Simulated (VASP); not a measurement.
Input of a VASP 6.6.1 run:

File INCAR:

```
SYSTEM = MgI2
PREC     = Accurate       ! precision mode
ENCUT    = 520            ! plane-wave cutoff, eV
EDIFF    = 1E-7           ! SCF threshold, eV
ISMEAR   = 0              ! smearing method
SIGMA    = 0.05           ! smearing width, eV
LREAL    = .False.        ! projectors in reciprocal space
LASPH    = .True.         ! aspherical terms in the spheres
NELM     = 60             ! most SCF steps
ALGO     = Normal         ! electronic algorithm
ISIF     = 2              ! what is computed and relaxed
LWAVE    = .False.        ! write WAVECAR
LCHARG   = .False.        ! write CHGCAR
GGA      = PE             ! functional
NBANDS   = 15             ! bands
```

Contents of KPOINTS:

```
regular mesh
0
Gamma
  6 6 4
  0 0 0
```

The input POSCAR:

```
MgI2
1.0
    4.2072027146      0.0000000000      0.0000000000
   -2.1036013573      3.6435444297      0.0000000000
    0.0000000000      0.0000000000      7.9156188546
Mg I
1 2
Direct
    0.0000000000      0.0000000000      0.0000000000
    0.3333333333      0.6666666667      0.7885866908
    0.6666666667      0.3333333333      0.2114133092
```

Potentials or basis: VASP PAW PBE potentials, release 64 (Mg, I).

Command:

```sh
$ cat potpaw_PBE.64/Mg/POTCAR potpaw_PBE.64/I/POTCAR > POTCAR
$ mpirun -np 1 vasp_std > vasp.out
```

(1) Predict the largest force.

(2) Predict the pressure.

Results:

(1) 0.012 eV/Å.

(2) -0.1 GPa.

Caveat: the cell differs from its parent crystal (engineering shear strain xz +0.0000, normal strain along z +0.0133); this functional lacks dispersion, which binds the layers, so the pressure and a relaxed spacing across them are unreliable.
